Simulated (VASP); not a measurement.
# MnS in VASP: notebook

Runs on MnS. Level: PBE. Tasks: relaxation of shape and atoms at fixed volume, single point, relaxation of cell and atoms.

Program: VASP 6.6.1. These are calculated values, not measurements. Logs are shortened: lines on timing, memory, paths and dates and some standing lists are left out, and cuts for length are marked.

**1. The cell of the first run**

It takes space group I-4m2 (No. 119, tetragonal). The conventional cell has a = 3.885 Å, b = 3.885 Å, c = 5.341 Å, α = 90.00°, β = 90.00°, γ = 90.00°. Within 3.1 Å of Mn (site symmetry -4m2) lie 4 S at 2.36 Å. Within 3.1 Å of S (site symmetry -4m2) lie 4 Mn at 2.36 Å.

**2. Relaxation of shape and atoms at fixed volume, PBE, collinear spin, antiferromagnetic start (20.15 Å³/atom)**

File INCAR:

```
SYSTEM = MnS
PREC = Accurate
ENCUT = 500
EDIFF = 1E-7
ISMEAR = 0
SIGMA = 0.05
LREAL = .False.
LASPH = .True.
NELM = 200
ALGO = Normal
ISIF = 4
LWAVE = .False.
LCHARG = .False.
ISPIN = 2
MAGMOM = 4.22 -4.22 0 0
LORBIT = 11
LMAXMIX = 4
GGA = PE
IBRION = 2
NSW = 60
EDIFFG = -0.01
GGA_COMPAT = .False.
NELMIN = 4
```

File KPOINTS:

```
Automatic mesh
0
Gamma
  6 6 4
  0 0 0
```

File POSCAR:

```
MnS
1.0
    0.0000000000      2.7469871796     -2.7469871796
    0.0000000000      2.7469871796      2.7469871796
    5.3411878410      0.0000000000      0.0000000000
Mn S
2 2
Direct
    0.0000000000      0.0000000000      0.0000000000
    0.5000000000      0.5000000000      0.5000000000
    0.0000000000      0.5000000000      0.2500000237
    0.5000000000      1.0000000000      0.7499999763
```

Potentials or basis: VASP PAW PBE potentials, release 64 (Mn_pv, S).

Run with:

```sh
> cat potpaw_PBE.64/Mn_pv/POTCAR potpaw_PBE.64/S/POTCAR > POTCAR
> mpirun -np 1 vasp_std > vasp.out
```

OUTCAR:

```text
SYSTEM = MnS
   PREC = Accurate
   ENCUT = 500
   EDIFF = 1E-7
   ISMEAR = 0
   LREAL = .False.
   LASPH = .True.
   NELM = 200
   ISIF = 4
   ISPIN = 2
   LORBIT = 11
   GGA = PE
   IBRION = 2
   NSW = 60
   EDIFFG = -0.01
   NELMIN = 4

 ion  position               nearest neighbor table
   1  0.000  0.000  0.000-   3 2.36   4 2.36   3 2.36   4 2.36
   2  0.500  0.500  0.500-   3 2.36   4 2.36   4 2.36   3 2.36
   3  0.000  0.500  0.250-   2 2.36   2 2.36   1 2.36   1 2.36
   4  0.500  0.000  0.750-   2 2.36   2 2.36   1 2.36   1 2.36

  LATTYP: Found a simple tetragonal cell.
 ALAT       =     3.8848265251
 C/A-ratio  =     1.3748845171

  Lattice vectors:

 A1 = (   0.0000000000,   2.7469871796,  -2.7469871796)
 A2 = (   0.0000000000,   2.7469871796,   2.7469871796)
 A3 = (   5.3411878410,   0.0000000000,   0.0000000000)

Analysis of symmetry for initial positions (statically):
=====================================================================
 Subroutine PRICEL returns following result:

  LATTYP: Found a body centered tetragonal cell.
 ALAT       =     3.8848265251
 C/A-ratio  =     1.3748845171
[... 12 lines left out ...]
 Subroutine GETGRP returns: Found  8 space group operations
 (whereof  8 operations were pure point group operations)
 out of a pool of 16 trial point group operations.

The static configuration has the point symmetry D_2d.

Analysis of symmetry for dynamics (positions and initial velocities):
=====================================================================
 Subroutine PRICEL returns following result:

  LATTYP: Found a body centered tetragonal cell.
 ALAT       =     3.8848265251
 C/A-ratio  =     1.3748845171
[... 12 lines left out ...]
 Subroutine GETGRP returns: Found  8 space group operations
 (whereof  8 operations were pure point group operations)
 out of a pool of 16 trial point group operations.

The dynamic configuration has the point symmetry D_2d.

Analysis of structural, dynamic, and magnetic symmetry:
=====================================================================
 Subroutine PRICEL returns following result:

  LATTYP: Found a body centered tetragonal cell.
 ALAT       =     3.8848265251
 C/A-ratio  =     1.3748845171
[... 12 lines left out ...]
 Subroutine GETGRP returns: Found  8 space group operations
 (whereof  8 operations were pure point group operations)
 out of a pool of 16 trial point group operations.

The overall configuration has the point symmetry D_2d.

 Subroutine INISYM returns: Found  8 space group operations
 (whereof  8 operations are pure point group operations),
 and found     2 'primitive' translations

----------------------------------------------------------------------------------------

                                     Primitive cell

  volume of cell :      40.3043

  direct lattice vectors                    reciprocal lattice vectors
    -2.670593920 -2.746987180  0.000000000    -0.187224271 -0.182017595 -0.182017595
    -2.670593921  2.746987180  0.000000000    -0.187224271  0.182017595 -0.182017595
     2.670593920  0.000000000 -2.746987180     0.000000000  0.000000000 -0.364035190

  length of vectors
     3.831189170  3.831189170  3.831189170     0.318298190  0.318298190  0.364035190

  position of ions in fractional coordinates (direct lattice)
     0.000000000  0.000000000  0.000000000
     0.249999976  0.749999976  0.500000000

  ion indices of the primitive-cell ions
   primitive index   ion index
                 1           1
                 2           3

----------------------------------------------------------------------------------------

 KPOINTS: Automatic mesh

Automatic generation of k-mesh.
 Grid dimensions read from file:
 generate k-points for:    6    6    4

 Generating k-lattice:

  Cartesian coordinates                     Fractional coordinates (reciprocal lattice)
     0.000000000  0.030336266 -0.030336266     0.166666667  0.000000000  0.000000000
     0.000000000  0.030336266  0.030336266     0.000000000  0.166666667  0.000000000
     0.046806068  0.000000000  0.000000000     0.000000000  0.000000000  0.250000000

  Length of vectors
     0.042901959  0.042901959  0.046806068

  Shift w.r.t. Gamma in fractional coordinates (k-lattice)
     0.000000000  0.000000000  0.000000000

 Subroutine IBZKPT returns following result:
 ===========================================

 Found     30 irreducible k-points:

 Following reciprocal coordinates:
            Coordinates               Weight
  0.000000  0.000000  0.000000      1.000000
  0.166667  0.000000  0.000000      4.000000
  0.333333  0.000000  0.000000      4.000000
  0.500000  0.000000  0.000000      2.000000
  0.166667  0.166667  0.000000      4.000000
  0.333333  0.166667  0.000000      8.000000
[... 16 lines left out ...]
  0.333333  0.000000  0.500000      4.000000
  0.500000  0.000000  0.500000      2.000000
 [... further k-points ...]
   k-points           NKPTS =     30   k-points in BZ     NKDIM =     30   number of bands    NBANDS=     23
   number of dos      NEDOS =    301   number of ions     NIONS =      4
   total plane-waves  NPLWV =  31360
   dimension x,y,z NGX =    28 NGY =   28 NGZ =   40
   dimension x,y,z NGXF=    56 NGYF=   56 NGZF=   80
   ions per type =               2   2
   NGX,Y,Z   is equivalent  to a cutoff of  11.98, 11.98, 12.45 a.u.
   NGXF,Y,Z  is equivalent  to a cutoff of  23.96, 23.96, 24.90 a.u.
 SYSTEM =  MnS
   PREC   = accura    normal or accurate (medium, high low for compatibility)
   ISTART =      0    job   : 0-new  1-cont  2-samecut
   ICHARG =      2    charge: 1-file 2-atom 10-const
   ISPIN  =      2    spin polarized calculation?
   LNONCOLLINEAR =      F non collinear calculations
   LSORBIT =      F    spin-orbit coupling
   LASPH  =      T    aspherical Exc in radial PAW
   ENCUT  =  500.0 eV  36.75 Ry    6.06 a.u.   7.08  7.08  9.74*2*pi/ulx,y,z
   NELM   =    200;   NELMIN=  4; NELMDL= -5     # of ELM steps
   EDIFF  = 0.1E-06   stopping-criterion for ELM
   LREAL  =      F    real-space projection
   EDIFFG = -.1E-01   stopping-criterion for IOM
   NSW    =     60    number of steps for IOM
   IBRION =      2    ionic relax: 0-MD 1-quasi-New 2-CG
   NFREE  =      1    steps in history (QN), initial steepest desc. (CG)
   ISIF   =      4    stress and relaxation
   ISYM   =      2    0-nonsym 1-usesym 2-fastsym
   POTIM  = 0.5000    time-step for ionic-motion
   TEBEG  =    0.0;   TEEND  =   0.0 temperature during run
   PSTRESS=    0.0 pullay stress
   NELECT =      38.0000    total number of electrons
   NUPDOWN=      -1.0000    fix difference up-down
   EMIN   =  10.00;   EMAX   =-10.00  energy-range for DOS
   EFERMI =   0.00;   METHOD = LEGACY
   ISMEAR =     0;   SIGMA  =   0.05  broadening in eV -4-tet -1-fermi 0-gaus
   EFERMI_NEDOS =   21; number of points for ismear=-14 and -15
   IALGO  =     38    algorithm
   IMIX   =      4    mixing-type and parameters
     AMIX     =   0.40;   BMIX     =  1.00
     AMIX_MAG =   1.60;   BMIX_MAG =  1.00
  volume/ion in A,a.u.               =      20.15       135.99
  Fermi-wavevector in a.u.,A,eV,Ry     =   1.274116  2.407730 22.087314  1.623372
  Thomas-Fermi vector in A             =   2.406902
   LORBIT       =     11    0 simple, 1 ext, 2 COOP (PROOUT), +10 PAW based schemes
   GGA     = PE    functional components
   LHFCALC =     F    Hartree Fock is set to
   AEXX    =    0.0000 exact exchange contribution
   IVDW    =     0    specifies the selected vdW correction
   LEPSILON=     F    determine dielectric tensor
   LRPA    =     F    only Hartree local field effects (RPA)
 conjugate gradient relaxation of ions
 spin polarized calculation
 Gauss-broadening in eV      SIGMA  =   0.05
  energy-cutoff  :      500.00
  volume of cell :       80.61
 maximum number of plane-waves:      2061
   NGX = 15   NGY = 15   NGZ = 19

 number of electron      37.9999965 magnetization      -0.0000000

 number of electron      37.9999965 magnetization       0.0000000

 Free energy of the ion-electron system (eV)
  ---------------------------------------------------
  ext. energy  EPLUGINS =         0.00000000
  ---------------------------------------------------
  free energy    TOTEN  =       -28.80507119 eV

  energy without entropy =      -28.80507119  energy(sigma->0) =      -28.80507119

 E-fermi :   4.8148     XC(G=0):  -9.7399

 val. band max:        4.5796404869   @ k =   0.0000   0.0000   0.5000
 cond. band min:       5.6251790297   @ k =   0.5000   0.3333   0.0000
 fundamental gap:      1.0455385428
 Fermi energy:         4.8147874806

 spin component 1

 k-point     1 :       0.0000    0.0000    0.0000
  band No.  band energies     occupation
      1     -45.2836      1.00000
      2     -45.2287      1.00000
      3     -45.2287      1.00000
      4     -41.0107      1.00000
      5     -41.0107      1.00000
      6     -40.9983      1.00000
[... 613 lines left out ...]
     22       6.4863      0.00000
     23       7.0912      0.00000

 [... further k-points ...]

 spin component 2

 k-point     1 :       0.0000    0.0000    0.0000
  band No.  band energies     occupation
      1     -45.2836      1.00000
      2     -45.2287      1.00000
      3     -45.2287      1.00000
      4     -41.0107      1.00000
      5     -41.0107      1.00000
      6     -40.9983      1.00000
[... 613 lines left out ...]
     22       6.4863      0.00000
     23       7.0912      0.00000

 [... further k-points ...]

------------------------ aborting loop because EDIFF is reached ----------------------------------------

  FORCE on cell =-STRESS in cart. coord.  units (eV):
  Direction    XX          YY          ZZ          XY          YZ          ZX
  --------------------------------------------------------------------------------------
  -------------------------------------------------------------------------------------
  Total        0.5548790      0.6013783      0.6013783      0.0000000      0.0000000      0.0000000
  in kB       11.0287870     11.9530093     11.9530093      0.0000000      0.0000000      0.0000000
  external PRESSURE =      11.6449352 kB  Pullay stress =       0.0000000 kB

 VOLUME and BASIS-vectors are now :
 -----------------------------------------------------------------------------
  energy-cutoff  :      500.00
  volume of cell :       80.61
      direct lattice vectors                 reciprocal lattice vectors
     0.000000000  2.746987180 -2.746987180     0.000000000  0.182017595 -0.182017595
     0.000000000  2.746987180  2.746987180     0.000000000  0.182017595  0.182017595
     5.341187841  0.000000000  0.000000000     0.187224271  0.000000000  0.000000000

 POSITION                                       TOTAL-FORCE (eV/Angst)
 -----------------------------------------------------------------------------------
      0.00000      0.00000      0.00000         0.000000     -0.000000      0.000000
      2.67059      2.74699      0.00000        -0.000000      0.000000     -0.000000
      1.33530      1.37349      1.37349         0.000000     -0.000000      0.000000
      4.00589      1.37349     -1.37349         0.000000     -0.000000      0.000000
 -----------------------------------------------------------------------------------
    total drift:                                0.000000      0.000000      0.000000

  FREE ENERGIE OF THE ION-ELECTRON SYSTEM (eV)
  ---------------------------------------------------
  free  energy   TOTEN  =       -28.8050711903 eV

  energy  without entropy=      -28.8050711903  energy(sigma->0) =      -28.80507119

 reached required accuracy - stopping structural energy minimisation

 total charge

# of ion       s       p       d       tot
------------------------------------------
    1        0.273   6.232   4.976  11.481
    2        0.273   6.232   4.976  11.481
    3        1.314   2.455   0.000   3.769
    4        1.314   2.455   0.000   3.769
--------------------------------------------------
tot          3.173  17.374   9.952  30.500

 magnetization (x)

# of ion       s       p       d       tot
------------------------------------------
    1        0.026   0.047   3.907   3.980
    2       -0.026  -0.047  -3.907  -3.980
    3        0.000   0.000   0.000   0.000
    4        0.000   0.000   0.000   0.000
--------------------------------------------------
tot         -0.000   0.000   0.000   0.000
```

Run time: 90 s. Hardware: 1 thread of AMD EPYC 7R13 (Zen 3), shared host; peak memory 0.21 GiB.

Results:

| Property | Result |
| --- | --- |
| Free energy | -28.8051 eV |
| Pressure after relaxing | 1.2 GPa |
| Band gap on the k mesh | 1.05 eV |
| Net moment | 0.00 μB per cell |
| Site moments | Mn +3.98, -3.98; S +0.00 μB |
| Valence electrons inside the program's atomic spheres | Mn 11.48; S 3.77 |

Final structure:
```yaml
crystal:
  lattice:
    - [0.00000, 2.74699, -2.74699]
    - [0.00000, 2.74699, 2.74699]
    - [5.34119, 0.00000, 0.00000]
  atoms:
    - { symbol: Mn, position: [0.00000, 0.00000, 0.00000] }
    - { symbol: Mn, position: [0.50000, 0.50000, 0.50000] }
    - { symbol: S, position: [0.00000, 0.50000, 0.25000] }
    - { symbol: S, position: [0.50000, 0.00000, 0.75000] }
```

Levels at points of the mesh, in eV from the valence-band top:
Spin up:
```
           k point  band 15  band 16  band 17  band 18  band 19  band 20  band 21  band 22  band 23
(0.00, 0.00, 0.00)    -2.21    -2.01    -1.04    -0.26    -0.26     1.35     1.58     2.45     2.61
(0.50, 0.00, 0.00)    -2.21    -1.72    -1.39    -0.96    -0.63     1.51     1.82     1.93     2.13
(0.50, 0.50, 0.00)    -2.06    -1.91    -1.91    -1.69    -1.22     1.07     1.07     1.35     1.66
(0.00, 0.00, 0.50)    -2.21    -2.20    -0.79     0.00     0.00     1.56     1.76     2.53     2.71
(0.50, 0.00, 0.50)    -2.22    -1.65    -1.34    -0.38    -0.27     1.46     1.70     1.91     2.51
(0.50, 0.50, 0.50)    -2.15    -2.15    -2.06    -1.88    -1.37     1.30     1.30     1.71     1.73
```
Spin down:
| k point | band 15 | band 16 | band 17 | band 18 | band 19 | band 20 | band 21 | band 22 | band 23 |
| --- | --- | --- | --- | --- | --- | --- | --- | --- | --- |
| (0.00, 0.00, 0.00) | -2.21 | -2.01 | -1.04 | -0.26 | -0.26 | 1.35 | 1.58 | 2.45 | 2.61 |
| (0.50, 0.00, 0.00) | -2.21 | -1.72 | -1.39 | -0.96 | -0.63 | 1.51 | 1.82 | 1.93 | 2.13 |
| (0.50, 0.50, 0.00) | -2.06 | -1.91 | -1.91 | -1.69 | -1.22 | 1.07 | 1.07 | 1.35 | 1.66 |
| (0.00, 0.00, 0.50) | -2.21 | -2.20 | -0.79 | 0.00 | 0.00 | 1.56 | 1.76 | 2.53 | 2.71 |
| (0.50, 0.00, 0.50) | -2.22 | -1.65 | -1.34 | -0.38 | -0.27 | 1.46 | 1.70 | 1.91 | 2.51 |
| (0.50, 0.50, 0.50) | -2.15 | -2.15 | -2.06 | -1.88 | -1.37 | 1.30 | 1.30 | 1.71 | 1.73 |

Caveat: the antiferromagnetic order is the one typed at the start, and another may lie lower. A hybrid or GW would open this gap; PBE tends to underestimate it.

**3. Relaxation of shape and atoms at fixed volume, PBE, collinear spin, antiferromagnetic start (20.97 Å³/atom)**

This run uses another cell than the first one, of 20.97 Å³/atom.

INCAR is that of step 2.

File KPOINTS:

```
regular mesh
0
Gamma
  6 6 4
  0 0 0
```

File POSCAR:

```
MnS
1.0
    0.0000000000      2.7838638911     -2.7838638911
    0.0000000000      2.7838638911      2.7838638911
    5.4128901935      0.0000000000      0.0000000000
Mn S
2 2
Direct
    0.0000000000      0.0000000000      0.0000000000
    0.5000000000      0.5000000000      0.5000000000
    0.0000000000      0.5000000000      0.2500000237
    0.5000000000      1.0000000000      0.7499999763
```

Potentials or basis: VASP PAW PBE potentials, release 64 (Mn_pv, S).

Run with:

```sh
> cat potpaw_PBE.64/Mn_pv/POTCAR potpaw_PBE.64/S/POTCAR > POTCAR
> mpirun -np 1 vasp_std > vasp.out
```

Run time: 1.7 min. Hardware: 1 thread of AMD EPYC 7R13 (Zen 3), shared host; peak memory 0.23 GiB.

Results (log left out):

```
Free energy                                           : -28.8079 eV
Pressure after relaxing                               : -1.0 GPa
Band gap on the k mesh                                : 1.21 eV
Net moment                                            : 0.00 μB per cell
Site moments                                          : Mn +4.05, -4.05; S +0.00 μB
Valence electrons inside the program's atomic spheres : Mn 11.44; S 3.76
```

Final structure:
```cif
data_structure
_symmetry_space_group_name_H-M 'P 1'
_symmetry_Int_Tables_number 1
_cell_length_a 3.9370
_cell_length_b 3.9370
_cell_length_c 5.4129
_cell_angle_alpha 90.000
_cell_angle_beta 90.000
_cell_angle_gamma 90.000
_cell_volume 83.90
loop_
_atom_site_label
_atom_site_type_symbol
_atom_site_fract_x
_atom_site_fract_y
_atom_site_fract_z
_atom_site_occupancy
Mn1 Mn 0.00000 0.00000 0.00000 1
Mn2 Mn 0.50000 0.50000 0.50000 1
S1 S 0.00000 0.50000 0.25000 1
S2 S 0.50000 0.00000 0.75000 1
```

Levels at points of the mesh, in eV from the valence-band top:
Spin up:
```
           k point  band 16  band 17  band 18  band 19  band 20  band 21  band 22  band 23
(0.00, 0.00, 0.00)    -1.95    -0.90    -0.21    -0.21     1.48     1.71     2.39     2.62
(0.50, 0.00, 0.00)    -1.63    -1.35    -0.91    -0.55     1.64     1.94     2.02     2.19
(0.50, 0.50, 0.00)    -1.80    -1.80    -1.64    -1.16     1.23     1.23     1.48     1.79
(0.00, 0.00, 0.50)    -2.11    -0.73     0.00     0.00     1.70     1.82     2.58     2.77
(0.50, 0.00, 0.50)    -1.57    -1.27    -0.34    -0.24     1.61     1.82     2.00     2.58
(0.50, 0.50, 0.50)    -2.05    -2.00    -1.79    -1.32     1.44     1.44     1.84     1.85
```
Spin down:
```
           k point  band 17  band 18  band 19  band 20  band 21  band 22
(0.00, 0.00, 0.00)    -0.90    -0.21    -0.21     1.48     1.72     2.39
(0.50, 0.00, 0.00)    -1.35    -0.91    -0.55     1.64     1.94     2.02
(0.50, 0.50, 0.00)    -1.80    -1.64    -1.16     1.23     1.23     1.48
(0.00, 0.00, 0.50)    -0.73     0.00     0.00     1.70     1.82     2.58
(0.50, 0.00, 0.50)    -1.27    -0.34    -0.24     1.61     1.82     2.00
(0.50, 0.50, 0.50)    -2.00    -1.79    -1.32     1.44     1.44     1.84
```

Caveat: the antiferromagnetic order is the one typed at the start, and another may lie lower. PBE gaps usually lie below the measured ones, often by a third to a half.

(Part 1 of 2 ends here.)

The gap in the log of VASP goes by the Fermi energy; the results here count the filled bands.